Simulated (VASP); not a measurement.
# SiO2 (R-3m) in VASP: single point with HSE06

Aim: the single point of SiO2 with HSE06.

All numbers are computed with VASP 6.6.1; they aren't measurements. Logs are shortened: lines on timing, memory, paths and dates and some standing lists are left out, and cuts for length are marked.

### Step 1. The cell of the first run

Symmetry: R-3m, No. 166, trigonal system. The conventional cell has a = 3.250 Å, b = 3.250 Å, c = 7.473 Å, α = 90.00°, β = 90.00°, γ = 120.00°. Within 2.5 Å of Si (site symmetry -3m) lie 8 O at 1.86 to 1.98 Å. Within 2.5 Å of O (site symmetry 3m) lie 4 Si at 1.86 to 1.98 Å and 6 O at 2.25 to 2.26 Å.

### Step 2. Single point, HSE06 (epitaxial 111 strain +1.5%)

Input file POSCAR:

```
SiO2
1.0
   -0.0938886735      2.2042429805      2.2042429805
    2.2042429805     -0.0938886735      2.2042429805
    2.2042429805      2.2042429805     -0.0938886735
Si O
1 2
Direct
    0.0000000000      0.0000000000      0.0000000000
    0.2492576383      0.2492576383      0.2492576383
    0.7507423617      0.7507423617      0.7507423617
```

Input file INCAR.step1:

```
  PREC = Accurate
  ENCUT = 520
  EDIFF = 1E-5
  ISMEAR = 0
  SIGMA = 0.01
  LREAL = False
  LASPH = True
  NELM = 100
  ALGO = Normal
  ISIF = 2
  LWAVE = True
  LCHARG = False
  NBANDS = 15
  GGA = PE
```

Input file INCAR.step2:

```
  PREC = Accurate
  ENCUT = 520
  EDIFF = 1E-6
  ISMEAR = 0
  SIGMA = 0.01
  LREAL = False
  LASPH = True
  NELM = 100
  ALGO = Normal
  ISIF = 2
  LWAVE = False
  LCHARG = False
  GGA = PE
  LHFCALC = True
  HFSCREEN = 0.2079
  PRECFOCK = Normal
  NBANDS = 15
  ISTART = 1
```

Input file KPOINTS:

```
Automatic mesh
0
Gamma
  6 6 6
```

Potentials or basis: VASP PAW PBE potentials, release 64 (Si, O).

On the command line:

```bash
$ cat potpaw_PBE.64/Si/POTCAR potpaw_PBE.64/O/POTCAR > POTCAR
$ cp INCAR.step1 INCAR
$ mpirun -np 1 vasp_std > vasp.out
$ cp INCAR.step2 INCAR
$ mpirun -np 1 vasp_std > vasp.out
```

OUTCAR:

```text
PREC = Accurate
   ENCUT = 520
   EDIFF = 1E-6
   ISMEAR = 0
   LREAL = False
   LASPH = True
   NELM = 100
   ISIF = 2
   GGA = PE
   LHFCALC = True
   HFSCREEN = 0.2079
   PRECFOCK = Normal
   ISTART = 1

 ion  position               nearest neighbor table
   1  0.000  0.000  0.000-   2 1.86   3 1.86   3 1.98   3 1.98   2 1.98   2 1.98   3 1.98   2 1.98

   2  0.249  0.249  0.249-   1 1.86   1 1.98   1 1.98   1 1.98
   3  0.751  0.751  0.751-   1 1.86   1 1.98   1 1.98   1 1.98

  LATTYP: Found a trigonal (rhomboedric) cell.
 ALAT       =     3.1186839079
 COS(alpha) =     0.4569909214

  Lattice vectors:

 A1 = (  -0.0938886735,   2.2042429805,   2.2042429805)
 A2 = (   2.2042429805,  -0.0938886735,   2.2042429805)
 A3 = (   2.2042429805,   2.2042429805,  -0.0938886735)

Analysis of symmetry for initial positions (statically):
=====================================================================
 Subroutine PRICEL returns:
 Original cell was already a primitive cell.

 Routine SETGRP: Setting up the symmetry group for a
 trigonal (rhombohedral) supercell.

 Subroutine GETGRP returns: Found 12 space group operations
 (whereof 12 operations were pure point group operations)
 out of a pool of 12 trial point group operations.

The static configuration has the point symmetry D_3d.

Analysis of symmetry for dynamics (positions and initial velocities):
=====================================================================
 Subroutine PRICEL returns:
 Original cell was already a primitive cell.

 Routine SETGRP: Setting up the symmetry group for a
 trigonal (rhombohedral) supercell.

 Subroutine GETGRP returns: Found 12 space group operations
 (whereof 12 operations were pure point group operations)
 out of a pool of 12 trial point group operations.

The dynamic configuration has the point symmetry D_3d.

 Subroutine INISYM returns: Found 12 space group operations
 (whereof 12 operations are pure point group operations),
 and found     1 'primitive' translations

----------------------------------------------------------------------------------------

                                     Primitive cell

  volume of cell :      22.7872

  direct lattice vectors                    reciprocal lattice vectors
    -0.093888674  2.204242981  2.204242981    -0.212833606  0.222302474  0.222302474
     2.204242981 -0.093888674  2.204242981     0.222302474 -0.212833606  0.222302474
     2.204242981  2.204242981 -0.093888674     0.222302474  0.222302474 -0.212833606

  length of vectors
     3.118683908  3.118683908  3.118683908     0.379651055  0.379651055  0.379651055

  position of ions in fractional coordinates (direct lattice)
     0.000000000  0.000000000  0.000000000
     0.249257638  0.249257638  0.249257638
     0.750742362  0.750742362  0.750742362

  ion indices of the primitive-cell ions
   primitive index   ion index
                 1           1
                 2           2
                 3           3

----------------------------------------------------------------------------------------

 KPOINTS: Automatic mesh

Automatic generation of k-mesh.
 Grid dimensions read from file:
 generate k-points for:    6    6    6

 Generating k-lattice:

  Cartesian coordinates                     Fractional coordinates (reciprocal lattice)
    -0.035472268  0.037050412  0.037050412     0.166666667 -0.000000000 -0.000000000
     0.037050412 -0.035472268  0.037050412    -0.000000000  0.166666667 -0.000000000
     0.037050412  0.037050412 -0.035472268    -0.000000000 -0.000000000  0.166666667

  Length of vectors
     0.063275176  0.063275176  0.063275176

  Shift w.r.t. Gamma in fractional coordinates (k-lattice)
     0.000000000  0.000000000  0.000000000

 Subroutine IBZKPT returns following result:
 ===========================================

 Found     32 irreducible k-points:

 Following reciprocal coordinates:
            Coordinates               Weight
  0.000000  0.000000  0.000000      1.000000
  0.166667  0.000000  0.000000      6.000000
  0.333333  0.000000  0.000000      6.000000
  0.500000 -0.000000 -0.000000      3.000000
  0.166667  0.166667  0.000000      6.000000
  0.333333  0.166667 -0.000000     12.000000
[... 16 lines left out ...]
  0.500000  0.500000  0.166667      6.000000
 -0.333333  0.500000  0.166667     12.000000
 [... further k-points ...]
   k-points           NKPTS =     32   k-points in BZ     NKDIM =    216   number of bands    NBANDS=     15
   number of dos      NEDOS =    301   number of ions     NIONS =      3
   total plane-waves  NPLWV =  13824
   dimension x,y,z NGX =    24 NGY =   24 NGZ =   24
   dimension x,y,z NGXF=    48 NGYF=   48 NGZF=   48
   ions per type =               1   2
   NGX,Y,Z   is equivalent  to a cutoff of  12.79, 12.79, 12.79 a.u.
   NGXF,Y,Z  is equivalent  to a cutoff of  25.59, 25.59, 25.59 a.u.
 SYSTEM =  unknown system
   PREC   = accura    normal or accurate (medium, high low for compatibility)
   ISTART =      1    job   : 0-new  1-cont  2-samecut
   ICHARG =      0    charge: 1-file 2-atom 10-const
   ISPIN  =      1    spin polarized calculation?
   LNONCOLLINEAR =      F non collinear calculations
   LSORBIT =      F    spin-orbit coupling
   LASPH  =      T    aspherical Exc in radial PAW
   ENCUT  =  520.0 eV  38.22 Ry    6.18 a.u.   5.80  5.80  5.80*2*pi/ulx,y,z
   NELM   =    100;   NELMIN=  2; NELMDL=  0     # of ELM steps
   EDIFF  = 0.1E-05   stopping-criterion for ELM
   LREAL  =      F    real-space projection
   EDIFFG = 0.1E-04   stopping-criterion for IOM
   NSW    =      0    number of steps for IOM
   IBRION =     -1    ionic relax: 0-MD 1-quasi-New 2-CG
   NFREE  =      0    steps in history (QN), initial steepest desc. (CG)
   ISIF   =      2    stress and relaxation
   ISYM   =      3    0-nonsym 1-usesym 2-fastsym
   POTIM  = 0.5000    time-step for ionic-motion
   TEBEG  =    0.0;   TEEND  =   0.0 temperature during run
   PSTRESS=    0.0 pullay stress
   NELECT =      16.0000    total number of electrons
   NUPDOWN=      -1.0000    fix difference up-down
   EMIN   =  10.00;   EMAX   =-10.00  energy-range for DOS
   EFERMI =   0.00;   METHOD = LEGACY
   ISMEAR =     0;   SIGMA  =   0.01  broadening in eV -4-tet -1-fermi 0-gaus
   EFERMI_NEDOS =   21; number of points for ismear=-14 and -15
   IALGO  =     38    algorithm
   IMIX   =      1    mixing-type and parameters
     AMIX     =   0.40;   BMIX     =  1.00
     AMIX_MAG =   1.60;   BMIX_MAG =  1.00
  volume/ion in A,a.u.               =       7.60        51.26
  Fermi-wavevector in a.u.,A,eV,Ry     =   1.455073  2.749689 28.806767  2.117238
  Thomas-Fermi vector in A             =   2.572150
   LORBIT       =      0    0 simple, 1 ext, 2 COOP (PROOUT), +10 PAW based schemes
   GGA     = PE    functional components
   LHFCALC =     T    Hartree Fock is set to
   PRECFOCK=normal    Normal, Fast or Accurate (Low or Medium for compatibility)
   ENCUT4O =  -1.0   cutoff for four orbital integrals eV
   NKREDX  =     1    reduce k-point grid by
   NKREDY  =     1    reduce k-point grid by
   NKREDZ  =     1    reduce k-point grid by
   AEXX    =    0.2500 exact exchange contribution
   HFSCREEN=    0.2079 screening length (either q_TF or 0.3 A-1)
   HFSCREENC=   0.2079 screening length for correlation (either q_TF or 0.3 A-1)
   ENCUTFOCK=  -1.0 apply spherical cutoff to Coloumb kernel
   IVDW    =     0    specifies the selected vdW correction
   LEPSILON=     F    determine dielectric tensor
   LRPA    =     F    only Hartree local field effects (RPA)
 non-spin polarized calculation
 Gauss-broadening in eV      SIGMA  =   0.01
  energy-cutoff  :      520.00
  volume of cell :       22.79
 maximum number of plane-waves:       624
  NGX = 18; NGY = 18; NGZ = 18

 number of electron      16.0000008 magnetization

 Free energy of the ion-electron system (eV)
  ---------------------------------------------------
  ext. energy  EPLUGINS =         0.00000000
  ---------------------------------------------------
  free energy    TOTEN  =       -25.05878506 eV

  energy without entropy =      -25.05878506  energy(sigma->0) =      -25.05878506

 E-fermi :   8.9861     XC(G=0): -10.2215

 val. band max:        8.8165092858   @ k =   0.5000   0.5000  -0.0000
 cond. band min:      12.5590825622   @ k =   0.5000   0.5000  -0.0000
 fundamental gap:      3.7425732764
 Fermi energy:         8.9860894676

 k-point     1 :       0.0000    0.0000    0.0000
  band No.  band energies     occupation
      1     -16.2902      2.00000
      2      -8.8836      2.00000
      3       2.3460      2.00000
      4       2.3460      2.00000
      5       2.7060      2.00000
      6       5.8643      2.00000
      7       6.6601      2.00000
      8       6.6601      2.00000
      9      12.9689      0.00000
     10      15.9813      0.00000
     11      15.9813      0.00000
     12      17.9377      0.00000
     13      23.2393      0.00000
     14      23.2393      0.00000
     15      25.7108      0.00000

 k-point     2 :       0.1667    0.0000    0.0000
  band No.  band energies     occupation
      1     -15.8723      2.00000
      2      -9.4563      2.00000
      3       2.1469      2.00000
      4       2.4355      2.00000
      5       2.6734      2.00000
      6       5.1761      2.00000
      7       5.7678      2.00000
      8       6.0862      2.00000
      9      14.4751      0.00000
     10      16.6240      0.00000
     11      16.7229      0.00000
     12      18.5372      0.00000
     13      23.9359      0.00000
     14      24.1031      0.00000
     15      27.0502      0.00000

 k-point     3 :       0.3333    0.0000    0.0000
  band No.  band energies     occupation
      1     -14.6824      2.00000
      2     -10.9686      2.00000
      3       1.6727      2.00000
      4       2.7992      2.00000
      5       2.8157      2.00000
      6       3.8287      2.00000
      7       4.7069      2.00000
      8       4.8388      2.00000
      9      16.1765      0.00000
     10      18.6862      0.00000
     11      18.9700      0.00000
     12      20.4794      0.00000
     13      24.6899      0.00000
     14      25.3927      0.00000
     15      27.9874      0.00000

 k-point     4 :       0.5000   -0.0000   -0.0000
  band No.  band energies     occupation
      1     -13.1012      2.00000
      2     -12.7166      2.00000
      3       1.4770      2.00000
      4       2.8134      2.00000
      5       3.4336      2.00000
      6       3.5412      2.00000
      7       3.7980      2.00000
      8       4.0443      2.00000
      9      16.8831      0.00000
     10      20.2754      0.00000
     11      20.5836      0.00000
     12      22.1539      0.00000
     13      24.1938      0.00000
     14      25.2622      0.00000
     15      27.5552      0.00000
[... 307 lines left out ...]
 k-point    22 :      -0.1667    0.3333    0.1667
  band No.  band energies     occupation
      1     -13.8498      2.00000
      2     -11.2752      2.00000
      3      -1.2042      2.00000
      4      -0.0533      2.00000
      5       2.2332      2.00000
      6       4.9937      2.00000
      7       6.6804      2.00000
      8       7.7199      2.00000
      9      15.0864      0.00000
     10      18.8582      0.00000
     11      21.1624      0.00000
     12      21.8132      0.00000
     13      23.2814      0.00000
     14      26.4271      0.00000
     15      30.6576      0.00000

 k-point    23 :       0.5000    0.5000    0.1667
  band No.  band energies     occupation
      1     -13.3040      2.00000
      2     -11.1977      2.00000
      3      -2.8256      2.00000
      4       0.1359      2.00000
      5       0.3419      2.00000
      6       6.5260      2.00000
      7       7.3031      2.00000
      8       8.1132      2.00000
      9      13.8778      0.00000
     10      19.3526      0.00000
     11      22.5105      0.00000
     12      23.0581      0.00000
     13      23.7905      0.00000
     14      27.2583      0.00000
     15      30.0003      0.00000

 k-point    24 :      -0.3333    0.5000    0.1667
  band No.  band energies     occupation
      1     -12.8319      2.00000
      2     -11.6801      2.00000
      3      -3.0847      2.00000
      4      -0.8974      2.00000
      5       1.6886      2.00000
      6       5.3961      2.00000
      7       7.9456      2.00000
      8       8.5927      2.00000
      9      14.5495      0.00000
     10      20.0310      0.00000
     11      20.6657      0.00000
     12      23.0375      0.00000
     13      24.5190      0.00000
     14      27.5913      0.00000
     15      29.5402      0.00000

 [... further k-points ...]

------------------------ aborting loop because EDIFF is reached ----------------------------------------

  FORCE on cell =-STRESS in cart. coord.  units (eV):
  Direction    XX          YY          ZZ          XY          YZ          ZX
  --------------------------------------------------------------------------------------
  -------------------------------------------------------------------------------------
  Total        0.4193095      0.4193095      0.4193095     -0.5318424     -0.5318424     -0.5318424
  in kB       29.4818827     29.4818827     29.4818827    -37.3941301    -37.3941301    -37.3941301
  external PRESSURE =      29.4818827 kB  Pullay stress =       0.0000000 kB

 VOLUME and BASIS-vectors are now :
 -----------------------------------------------------------------------------
  energy-cutoff  :      520.00
  volume of cell :       22.79
      direct lattice vectors                 reciprocal lattice vectors
    -0.093888674  2.204242981  2.204242981    -0.212833606  0.222302474  0.222302474
     2.204242981 -0.093888674  2.204242981     0.222302474 -0.212833606  0.222302474
     2.204242981  2.204242981 -0.093888674     0.222302474  0.222302474 -0.212833606

 POSITION                                       TOTAL-FORCE (eV/Angst)
 -----------------------------------------------------------------------------------
      0.00000      0.00000      0.00000        -0.000000     -0.000000      0.000000
      1.07545      1.07545      1.07545        -0.020508     -0.020508     -0.020508
      3.23915      3.23915      3.23915         0.020508      0.020508      0.020508
 -----------------------------------------------------------------------------------
    total drift:                               -0.000000     -0.000000     -0.000000

  FREE ENERGIE OF THE ION-ELECTRON SYSTEM (eV)
  ---------------------------------------------------
  free  energy   TOTEN  =       -25.0587850638 eV

  energy  without entropy=      -25.0587850638  energy(sigma->0) =      -25.05878506
```

Run time: 71 min. Hardware: 1 thread of Intel Xeon 8259CL, shared host; peak memory 0.25 GiB.

What came out:

```yaml
Free_energy: -25.0588 eV
Pressure: 2.9 GPa
Largest_force: 0.036 eV/Å
Band_gap_on_the_k_mesh: 3.74 eV
```

Forces in eV/Å, atoms in the order of the input:
```
Si   0.000  0.000  0.000
O   -0.021 -0.021 -0.021
O    0.021  0.021  0.021
```

Caveat: the cell differs from its parent crystal (epitaxial 111 strain +1.5%); the structure was generated, so it needn't be the stable form of SiO2; the PAW data sets were made with another functional, which shifts forces and pressure a little. A k mesh can miss the band edges.
